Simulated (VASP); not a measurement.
Here is a VASP 6.6.1 calculation.

File POSCAR:

```
Zr
1.0
    0.0000000000      2.2600000000      2.2600000000
    2.2600000000      0.0000000000      2.2600000000
    2.2600000000      2.2600000000      0.0000000000
Zr
1
Direct
    0.0000000000      0.0000000000      0.0000000000
```

The input INCAR.step1:

```
PREC = Accurate ; ENCUT = 400
EDIFF = 1E-5 ; ISMEAR = -1
SIGMA = 0.5 ; LREAL = False
LASPH = True ; NELM = 120
ALGO = Normal ; ISIF = 2
LWAVE = True ; LCHARG = False
NBANDS = 12 ; GGA = PE
GGA_COMPAT = False
```

Contents of INCAR.step2:

```
PREC = Accurate ; ENCUT = 400
EDIFF = 1E-6 ; ISMEAR = -1
SIGMA = 0.5 ; LREAL = False
LASPH = True ; NELM = 120
ALGO = Normal ; ISIF = 2
LWAVE = False ; LCHARG = False
GGA = PE ; LHFCALC = True
AEXX = 0.25 ; PRECFOCK = Normal
NBANDS = 12 ; ISTART = 1
GGA_COMPAT = False
```

File KPOINTS:

```
Automatic mesh
0
Gamma
  2 2 2
```

Potentials or basis: VASP PAW PBE potentials, release 64 (Zr_sv).

Run with:

```console
$ cat potpaw_PBE.64/Zr_sv/POTCAR > POTCAR
$ cp INCAR.step1 INCAR
$ mpirun -np 1 vasp_std > vasp.out
$ cp INCAR.step2 INCAR
$ mpirun -np 1 vasp_std > vasp.out
```

Problem. Estimate the band gap on the k mesh.

Solution. Zero (bands 6 and 7 overlap by 0.48 eV).

Problem. Predict the pressure.

Solution. -15.0 GPa.

Caveat: the k points lie up to 1.20 Å⁻¹ apart; so wide a smearing shifts energies and pressures; the PAW data sets were made with another functional, which shifts forces and pressure a little.
